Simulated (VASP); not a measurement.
# Ce in VASP: further runs

Ce is run at these levels: PBE; tasks: single point.

Everything below comes from runs of VASP 6.6.1. Logs are shortened: lines on timing, memory, paths and dates and some standing lists are left out, and cuts for length are marked.

### Step 1. The cell of the first run

The cell holds a slab with vacuum, 3 atoms: a = 3.465 Å, b = 3.465 Å, c = 18.658 Å, α = 90.00°, β = 90.00°, γ = 120.00°.

### Step 2. Single point, PBE

INCAR

```
SYSTEM = Ce
ALGO = Normal
EDIFF = 1E-6
ENCUT = 400
GGA = PE
GGA_COMPAT = .False.
ISIF = 2
ISMEAR = -1
LASPH = .True.
LCHARG = .False.
LMAXMIX = 6
LREAL = .False.
LWAVE = .False.
NBANDS = 25
NELM = 200
NELMDL = -8
PREC = Accurate
SIGMA = 0.1
```

KPOINTS

```
k-points
0
Gamma
  6 6 1
  0 0 0
```

POSCAR

```
Ce
1.0
    3.4648230000      0.0000000000      0.0000000000
   -1.7324120000      3.0006250000      0.0000000000
    0.0000000000      0.0000000000     18.6580330000
Ce
3
Direct
    0.0000000000      0.0000000000      0.3502460000
    0.3333330000      0.6666670000      0.4994700000
    0.6666670000      0.3333330000      0.6519410000
```

Potentials or basis: VASP PAW PBE potentials, release 64 (Ce).

Command:

```
$ cat potpaw_PBE.64/Ce/POTCAR > POTCAR
$ mpirun -np 1 vasp_std > vasp.out
```

OUTCAR:

```text
SYSTEM = Ce
   EDIFF = 1E-6
   ENCUT = 400
   GGA = PE
   ISIF = 2
   ISMEAR = -1
   LASPH = .True.
   LREAL = .False.
   NELM = 200
   NELMDL = -8
   PREC = Accurate

 ion  position               nearest neighbor table
   1  0.000  0.000  0.350-
   2  0.333  0.667  0.499-
   3  0.667  0.333  0.652-

  LATTYP: Found a hexagonal cell.
 ALAT       =     3.4648230000
 C/A-ratio  =     5.3849887859

  Lattice vectors:

 A1 = (   3.4648230000,   0.0000000000,   0.0000000000)
 A2 = (  -1.7324120000,   3.0006250000,   0.0000000000)
 A3 = (   0.0000000000,   0.0000000000,  18.6580330000)

Analysis of symmetry for initial positions (statically):
=====================================================================
 Subroutine PRICEL returns:
 Original cell was already a primitive cell.

 Routine SETGRP: Setting up the symmetry group for a
 hexagonal supercell.

 Subroutine GETGRP returns: Found  6 space group operations
 (whereof  6 operations were pure point group operations)
 out of a pool of 24 trial point group operations.

The static configuration has the point symmetry C_3v.

Analysis of symmetry for dynamics (positions and initial velocities):
=====================================================================
 Subroutine PRICEL returns:
 Original cell was already a primitive cell.

 Routine SETGRP: Setting up the symmetry group for a
 hexagonal supercell.

 Subroutine GETGRP returns: Found  6 space group operations
 (whereof  6 operations were pure point group operations)
 out of a pool of 24 trial point group operations.

The dynamic configuration has the point symmetry C_3v.

 Subroutine INISYM returns: Found  6 space group operations
 (whereof  6 operations are pure point group operations),
 and found     1 'primitive' translations

----------------------------------------------------------------------------------------

                                     Primitive cell

  volume of cell :     193.9807

  direct lattice vectors                    reciprocal lattice vectors
     3.464823000  0.000000000  0.000000000     0.288615032  0.166632000  0.000000000
    -1.732412000  3.000625000  0.000000000     0.000000000  0.333263903  0.000000000
     0.000000000  0.000000000 18.658033000     0.000000000  0.000000000  0.053596218

  length of vectors
     3.464823000  3.464823477 18.658033000     0.333263949  0.333263903  0.053596218

  position of ions in fractional coordinates (direct lattice)
     0.000000000  0.000000000  0.350246000
     0.333333000  0.666667000  0.499470000
     0.666667000  0.333333000  0.651941000

  ion indices of the primitive-cell ions
   primitive index   ion index
                 1           1
                 2           2
                 3           3

----------------------------------------------------------------------------------------

 KPOINTS: k-points

Automatic generation of k-mesh.
 Grid dimensions read from file:
 generate k-points for:    6    6    1

 Generating k-lattice:

  Cartesian coordinates                     Fractional coordinates (reciprocal lattice)
     0.048102505  0.027772000  0.000000000     0.166666667  0.000000000  0.000000000
     0.000000000  0.055543984  0.000000000     0.000000000  0.166666667  0.000000000
     0.000000000  0.000000000  0.053596218     0.000000000  0.000000000  1.000000000

  Length of vectors
     0.055543992  0.055543984  0.053596218

  Shift w.r.t. Gamma in fractional coordinates (k-lattice)
     0.000000000  0.000000000  0.000000000

 Subroutine IBZKPT returns following result:
 ===========================================

 Found      7 irreducible k-points:

 Following reciprocal coordinates:
            Coordinates               Weight
  0.000000  0.000000  0.000000      1.000000
  0.166667  0.000000  0.000000      6.000000
  0.333333  0.000000  0.000000      6.000000
  0.500000  0.000000  0.000000      3.000000
  0.166667  0.166667  0.000000      6.000000
  0.333333  0.166667  0.000000     12.000000
  0.333333  0.333333  0.000000      2.000000
   k-points           NKPTS =      7   k-points in BZ     NKDIM =      7   number of bands    NBANDS=     25
   number of dos      NEDOS =    301   number of ions     NIONS =      3
   total plane-waves  NPLWV =  72576
   dimension x,y,z NGX =    24 NGY =   24 NGZ =  126
   dimension x,y,z NGXF=    48 NGYF=   48 NGZF=  252
   ions per type =               3
   NGX,Y,Z   is equivalent  to a cutoff of  11.52, 11.52, 11.23 a.u.
   NGXF,Y,Z  is equivalent  to a cutoff of  23.03, 23.03, 22.45 a.u.
 SYSTEM =  Ce
   PREC   = accura    normal or accurate (medium, high low for compatibility)
   ISTART =      0    job   : 0-new  1-cont  2-samecut
   ICHARG =      2    charge: 1-file 2-atom 10-const
   ISPIN  =      1    spin polarized calculation?
   LNONCOLLINEAR =      F non collinear calculations
   LSORBIT =      F    spin-orbit coupling
   LASPH  =      T    aspherical Exc in radial PAW
   ENCUT  =  400.0 eV  29.40 Ry    5.42 a.u.   5.65  5.65 30.43*2*pi/ulx,y,z
   NELM   =    200;   NELMIN=  2; NELMDL= -8     # of ELM steps
   EDIFF  = 0.1E-05   stopping-criterion for ELM
   LREAL  =      F    real-space projection
   EDIFFG = 0.1E-04   stopping-criterion for IOM
   NSW    =      0    number of steps for IOM
   IBRION =     -1    ionic relax: 0-MD 1-quasi-New 2-CG
   NFREE  =      0    steps in history (QN), initial steepest desc. (CG)
   ISIF   =      2    stress and relaxation
   ISYM   =      2    0-nonsym 1-usesym 2-fastsym
   POTIM  = 0.5000    time-step for ionic-motion
   TEBEG  =    0.0;   TEEND  =   0.0 temperature during run
   PSTRESS=    0.0 pullay stress
   NELECT =      36.0000    total number of electrons
   NUPDOWN=      -1.0000    fix difference up-down
   EMIN   =  10.00;   EMAX   =-10.00  energy-range for DOS
   EFERMI =   0.00;   METHOD = LEGACY
   ISMEAR =    -1;   SIGMA  =   0.10  broadening in eV -4-tet -1-fermi 0-gaus
   EFERMI_NEDOS =   21; number of points for ismear=-14 and -15
   IALGO  =     38    algorithm
   IMIX   =      4    mixing-type and parameters
     AMIX     =   0.40;   BMIX     =  1.00
     AMIX_MAG =   1.60;   BMIX_MAG =  1.00
  volume/ion in A,a.u.               =      64.66       436.35
  Fermi-wavevector in a.u.,A,eV,Ry     =   0.933805  1.764635 11.864164  0.871991
  Thomas-Fermi vector in A             =   2.060544
   LORBIT       =      0    0 simple, 1 ext, 2 COOP (PROOUT), +10 PAW based schemes
   GGA     = PE    functional components
   LHFCALC =     F    Hartree Fock is set to
   AEXX    =    0.0000 exact exchange contribution
   IVDW    =     0    specifies the selected vdW correction
   LEPSILON=     F    determine dielectric tensor
   LRPA    =     F    only Hartree local field effects (RPA)
 non-spin polarized calculation
  energy-cutoff  :      400.00
  volume of cell :      193.98
 maximum number of plane-waves:      3544
 NGX is ok and might be reduce to    24
   NGX = 11   NGY = 11   NGZ = 61

 number of electron      35.9999998 magnetization

 Free energy of the ion-electron system (eV)
  ---------------------------------------------------
  ext. energy  EPLUGINS =         0.00000000
  ---------------------------------------------------
  free energy    TOTEN  =       -16.60278644 eV

  energy without entropy =      -16.13558775  energy(sigma->0) =      -16.36918709

 E-fermi :   2.2025     XC(G=0):  -5.9252

 val. band max:        2.1947558617   @ k =   0.0000   0.0000   0.0000
 cond. band min:       2.2222147205   @ k =   0.3333   0.1667   0.0000
 fundamental gap:      0.0274588588
 Fermi energy:         2.2025079399

 k-point     1 :       0.0000    0.0000    0.0000
  band No.  band energies     occupation
      1     -32.5416      2.00000
      2     -32.4802      2.00000
      3     -32.2100      2.00000
      4     -16.0610      2.00000
      5     -15.4386      2.00000
      6     -14.4819      2.00000
[... 17 lines left out ...]
     24       2.6228      0.02945
     25       2.6229      0.02944

 k-point     2 :       0.1667    0.0000    0.0000
  band No.  band energies     occupation
      1     -32.4727      2.00000
      2     -32.4219      2.00000
      3     -32.1625      2.00000
      4     -15.9338      2.00000
      5     -15.4318      2.00000
      6     -14.8991      2.00000
[... 17 lines left out ...]
     24       2.6112      0.03303
     25       2.6375      0.02548

 k-point     3 :       0.3333    0.0000    0.0000
  band No.  band energies     occupation
      1     -32.3264      2.00000
      2     -32.3019      2.00000
      3     -32.0686      2.00000
      4     -15.8700      2.00000
      5     -15.7743      2.00000
      6     -15.6354      2.00000
[... 17 lines left out ...]
     24       2.6481      0.02296
     25       2.6803      0.01669

 k-point     4 :       0.5000    0.0000    0.0000
  band No.  band energies     occupation
      1     -32.2484      2.00000
      2     -32.2402      2.00000
      3     -32.0232      2.00000
      4     -16.1992      2.00000
      5     -16.0177      2.00000
      6     -16.0144      2.00000
[... 17 lines left out ...]
     24       2.6354      0.02603
     25       2.6623      0.01994

 k-point     5 :       0.1667    0.1667    0.0000
  band No.  band energies     occupation
      1     -32.3643      2.00000
      2     -32.3324      2.00000
      3     -32.0918      2.00000
      4     -15.7782      2.00000
      5     -15.5668      2.00000
      6     -15.3623      2.00000
[... 17 lines left out ...]
     24       2.6125      0.03260
     25       2.6615      0.02011

 k-point     6 :       0.3333    0.1667    0.0000
  band No.  band energies     occupation
      1     -32.2490      2.00000
      2     -32.2404      2.00000
      3     -32.0230      2.00000
      4     -16.0013      2.00000
      5     -15.8615      2.00000
      6     -15.8195      2.00000
[... 17 lines left out ...]
     24       2.5966      0.03814
     25       2.6757      0.01747

 k-point     7 :       0.3333    0.3333    0.0000
  band No.  band energies     occupation
      1     -32.2102      2.00000
      2     -32.2079      2.00000
      3     -32.0006      2.00000
      4     -15.7634      2.00000
      5     -15.7178      2.00000
      6     -15.7152      2.00000
[... 17 lines left out ...]
     24       2.5680      0.05041
     25       2.6588      0.02065

------------------------ aborting loop because EDIFF is reached ----------------------------------------

  FORCE on cell =-STRESS in cart. coord.  units (eV):
  Direction    XX          YY          ZZ          XY          YZ          ZX
  --------------------------------------------------------------------------------------
  -------------------------------------------------------------------------------------
  Total       -2.1374868     -2.1374871     -1.9201186      0.0000004      0.0000000     -0.0000000
  in kB      -17.6544983    -17.6545014    -15.8591532      0.0000029      0.0000000     -0.0000000
  external PRESSURE =     -17.0560510 kB  Pullay stress =       0.0000000 kB

 VOLUME and BASIS-vectors are now :
 -----------------------------------------------------------------------------
  energy-cutoff  :      400.00
  volume of cell :      193.98
      direct lattice vectors                 reciprocal lattice vectors
     3.464823000  0.000000000  0.000000000     0.288615032  0.166632000  0.000000000
    -1.732412000  3.000625000  0.000000000     0.000000000  0.333263903  0.000000000
     0.000000000  0.000000000 18.658033000     0.000000000  0.000000000  0.053596218

 POSITION                                       TOTAL-FORCE (eV/Angst)
 -----------------------------------------------------------------------------------
      0.00000      0.00000      6.53490        -0.000000     -0.000000      0.257208
     -0.00000      2.00042      9.31913        -0.000000      0.000000      0.084807
      1.73241      1.00021     12.16394         0.000000      0.000000     -0.342014
 -----------------------------------------------------------------------------------
    total drift:                                0.000007     -0.000004      0.000989

  FREE ENERGIE OF THE ION-ELECTRON SYSTEM (eV)
  ---------------------------------------------------
  free  energy   TOTEN  =       -16.6027864428 eV

  energy  without entropy=      -16.1355877462  energy(sigma->0) =      -16.36918709
```

Wall time 4.8 min (1 thread of Intel Xeon 8259CL, shared host); peak memory 0.26 GiB.

Results:

```yaml
Free_energy: -16.6028 eV
Largest_force: 0.342 eV/Å
Band_gap_on_the_k_mesh: zero (bands 18 and 19 overlap by 0.27 eV)
```

Forces in eV/Å, atoms in the order of the input:
```
Ce   0.000  0.000  0.257
Ce   0.000  0.000  0.085
Ce   0.000  0.000 -0.342
```

Levels at points of the mesh, in eV from the Fermi level:
```
           k point  band 13  band 14  band 15  band 16  band 17  band 18  band 19  band 20  band 21  band 22
(0.00, 0.00, 0.00)    -2.71    -2.00    -1.84    -0.31    -0.01     0.03     0.14     0.26     0.30     0.37
(0.50, 0.00, 0.00)    -2.09    -1.54    -1.40    -1.37    -0.45     0.05     0.09     0.29     0.34     0.41
```

Caveat: spin-orbit coupling is left out, which moves the levels of the heavy elements; semilocal functionals describe open f shells poorly, which spoils levels, moments and volumes.

### Step 3. Single point, PBE

INCAR

```
  ALGO = Normal
  EDIFF = 1E-6
  ENCUT = 400
  GGA = PE
  GGA_COMPAT = F
  ISIF = 2
  ISMEAR = -1
  LASPH = T
  LCHARG = F
  LMAXMIX = 6
  LREAL = F
  LWAVE = F
  NBANDS = 25
  NELM = 200
  NELMDL = -8
  PREC = Accurate
  SIGMA = 0.1
```

KPOINTS

```
k-points
0
Gamma
  6 6 1
```

POSCAR is that of step 2.

Potentials or basis: VASP PAW PBE potentials, release 64 (Ce).

Command:

```
$ cat potpaw_PBE.64/Ce/POTCAR > POTCAR
$ mpirun -np 1 vasp_std > vasp.out
```

It took 4.7 min on 1 thread of Intel Xeon 8259CL, shared host; peak memory 0.26 GiB.

It converged, with:

* Free energy: -16.6028 eV
* Largest force: 0.342 eV/Å
* Band gap on the k mesh: zero (bands 18 and 19 overlap by 0.27 eV)

Forces in eV/Å, atoms in the order of the input:
```
Ce   0.000  0.000  0.257
Ce   0.000  0.000  0.085
Ce   0.000  0.000 -0.342
```

Levels at points of the mesh, in eV from the Fermi level:
| k point | band 14 | band 15 | band 16 | band 17 | band 18 | band 19 | band 20 | band 21 |
| --- | --- | --- | --- | --- | --- | --- | --- | --- |
| (0.00, 0.00, 0.00) | -2.00 | -1.84 | -0.31 | -0.01 | 0.03 | 0.14 | 0.26 | 0.30 |
| (0.50, 0.00, 0.00) | -1.54 | -1.40 | -1.37 | -0.45 | 0.05 | 0.09 | 0.29 | 0.34 |

Caveat: spin-orbit coupling is left out, which moves the levels of the heavy elements; semilocal functionals describe open f shells poorly, which spoils levels, moments and volumes. Spin polarisation is off, so any magnetic state and its effect on volume and gap are missing.
